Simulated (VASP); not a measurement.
GaN, 2 atoms in the cell. The structure is cubic, space group F-43m (No. 216). Conventional cell: a = 4.535 Å, b = 4.535 Å, c = 4.535 Å, α = 90.00°, β = 90.00°, γ = 90.00°. Ga (site symmetry -43m) has 4 N at 1.96 Å within 2.6 Å. Within 2.6 Å of N (site symmetry -43m) lie 4 Ga at 1.96 Å. 

| Item | Value |
| --- | --- |
| Program | VASP 6.6.1 |
| Task | G0W0 quasiparticle levels |
| Functional | PBE |
| Potentials or basis | VASP PAW PBE potentials, release 64 (Ga_d_GW, N_GW) |
| Cutoff | 500 eV |
| k mesh | 6 × 6 × 6 |
| Occupations | gaussian, width 0.01 eV |
| Spin | no spin polarisation |
| Dipole correction | no |
| GW scheme | G0W0 |
| GW iterations | 1 |
| Cutoff of the response function | 113.3 |
| Frequency points | 96 |
| Empty bands | 108 |
| Further INCAR settings | ALGO = EVGW0; EDIFF = 1e-08; NBANDS = 117 |

Potentials or basis: VASP PAW PBE potentials, release 64 (Ga_d_GW, N_GW).

Run with:

```console
$ cat potpaw_PBE.64/Ga_d_GW/POTCAR potpaw_PBE.64/N_GW/POTCAR > POTCAR
$ cp INCAR.step1 INCAR
$ mpirun -np 1 vasp_std > vasp.out
$ cp INCAR.step2 INCAR
$ mpirun -np 1 vasp_std > vasp.out
$ cp INCAR.step3 INCAR
$ mpirun -np 1 vasp_std > vasp.out
```

Hardware: 1 thread of Intel(R) Xeon(R) Platinum 8375C CPU @ 2.90GHz (Ice Lake), with other jobs on the host.

Problem. Estimate the wall time of this run.

Solution. It took 6.9 min on 1 thread of Intel(R) Xeon(R) Platinum 8375C CPU @ 2.90GHz (Ice Lake), on a shared host, peak memory 0.51 GiB. Counts: k points 16.
